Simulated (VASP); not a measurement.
Here is a VASP 6.6.1 calculation.

File INCAR:

```
SYSTEM = SrO
PREC = Accurate
ENCUT = 520
EDIFF = 1E-8
ISMEAR = -1
SIGMA = 0.05
LREAL = .False.
LASPH = .True.
NELM = 60
ALGO = Normal
ISIF = 2
LWAVE = .False.
LCHARG = .True.
GGA = PE
IBRION = 8
NSW = 1
```

KPOINTS

```
Automatic mesh
0
Gamma
  9 9 5
  0 0 0
```

POSCAR

```
SrO
1.0
    3.5532880902      0.0000000000      0.0000000000
   -1.7766440451      3.0772377531      0.0000000000
    0.0000000000      0.0000000000      6.2173039800
Sr O
2 2
Direct
    0.6666666667      0.3333333333      0.7500000000
    0.3333333333      0.6666666667      0.2500000000
    0.0000000000      0.0000000000      0.5000000000
    0.0000000000      0.0000000000      0.0000000000
```

Potentials or basis: VASP PAW PBE potentials, release 64 (Sr_sv, O).

Run with:

```console
$ cat potpaw_PBE.64/Sr_sv/POTCAR potpaw_PBE.64/O/POTCAR > POTCAR
$ mpirun -np 1 vasp_std > vasp.out
```

Task: Estimate the highest phonon frequency at Γ, LO-TO splitting left out.

Result: 469 cm⁻¹.

Phonon frequencies in cm⁻¹ (negative: imaginary):
```csv
q point,frequencies
"(0.000, 0.000, 0.000)",0 0 0 115 115 196 196 218 236 255 255 469
```

Caveat: the cell stands under pressure or tension, which shifts response properties.
